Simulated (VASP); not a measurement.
A run of VASP 6.6.1 is set up as follows.

Contents of INCAR:

```
SYSTEM = NiMoIrPdW
PREC = Accurate ; ENCUT = 520
EDIFF = 1E-7 ; ISMEAR = -1
SIGMA = 0.05 ; LREAL = .FALSE.
LASPH = .TRUE. ; NELM = 150
ALGO = Normal ; ISIF = 2
LWAVE = .FALSE. ; LCHARG = .FALSE.
ISPIN = 2 ; MAGMOM = 1 1 0 0.6 0
LORBIT = 11 ; LMAXMIX = 4
GGA = PE ; IVDW = 12
NBANDS = 40
```

File KPOINTS:

```
Automatic mesh
0
G
  7 7 2
  0 0 0
```

The input POSCAR:

```
NiMoIrPdW
1.0
    2.7385321345      0.0000000000      0.0000000000
   -1.3692660672      2.3716383975      0.0000000000
    0.0000000000      0.0000000000     11.1815913178
Ni Mo Pd Ir W
1 1 1 1 1
Direct
    0.0000000000      0.0000000000      0.7091660147
    0.6666666667      0.3333333333      0.2960750803
    0.6666666667      0.3333333333      0.8984692105
    0.0000000000      0.0000000000      0.1053044696
    0.6666666667      0.3333333333      0.5286652249
```

Potentials or basis: VASP PAW PBE potentials, release 64 (Ni, Mo_sv, Pd, Ir, W_sv).

Launch:

```console
$ cat potpaw_PBE.64/Ni/POTCAR potpaw_PBE.64/Mo_sv/POTCAR potpaw_PBE.64/Pd/POTCAR potpaw_PBE.64/Ir/POTCAR potpaw_PBE.64/W_sv/POTCAR > POTCAR
$ mpirun -np 1 vasp_std > vasp.out
```

(1) Estimate the pressure.

(2) What does it give for the dispersion energy per atom?

## Answers

(1) 0.5 GPa.

(2) -0.645 eV.

Caveat: the k points lie up to 0.38 Å⁻¹ apart; pairwise dispersion overbinds metals, which lowers pressure and volume.
